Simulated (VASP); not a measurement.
A run of VASP 6.6.1 is set up as follows.

File INCAR:

```
SYSTEM = InPd
PREC = Accurate ; ENCUT = 600
EDIFF = 1E-6 ; ISMEAR = -1
SIGMA = 0.05 ; LREAL = .FALSE.
LASPH = .TRUE. ; NELM = 100
ALGO = Normal ; ISIF = 3
LWAVE = .FALSE. ; LCHARG = .FALSE.
GGA = PE ; IVDW = 12
IBRION = 2 ; NSW = 60
EDIFFG = -0.01
```

File KPOINTS:

```
Automatic mesh
0
G
  8 8 8
  0 0 0
```

File POSCAR:

```
InPd
1.0
    3.2718847800      0.0000000000      0.0000000000
    0.0000000000      3.2718847800      0.0000000000
    0.0000000000      0.0000000000      3.2718847800
In Pd
1 1
Direct
    0.0000000000      0.0000000000      0.0000000000
    0.5000000000      0.5000000000      0.5000000000
```

Potentials or basis: VASP PAW PBE potentials, release 64 (In_d, Pd).

Command:

```bash
$ cat potpaw_PBE.64/In_d/POTCAR potpaw_PBE.64/Pd/POTCAR > POTCAR
$ mpirun -np 1 vasp_std > vasp.out
```

Q: Estimate the relaxed cell.

A: a = 3.260 Å, b = 3.260 Å, c = 3.260 Å, α = 90.00°, β = 90.00°, γ = 90.00°.

Q: What does it give for the relaxed volume?

A: 17.32 Å³/atom.

Q: What does it give for the dispersion energy per atom?

A: -0.542 eV.

Final structure:
```yaml
crystal:
  lattice:
    - [3.25987, 0.00000, 0.00000]
    - [0.00000, 3.25987, 0.00000]
    - [0.00000, 0.00000, 3.25987]
  atoms:
    - { symbol: In, position: [0.00000, 0.00000, 0.00000] }
    - { symbol: Pd, position: [0.50000, 0.50000, 0.50000] }
```

Caveat: pairwise dispersion overbinds metals, which lowers pressure and volume.
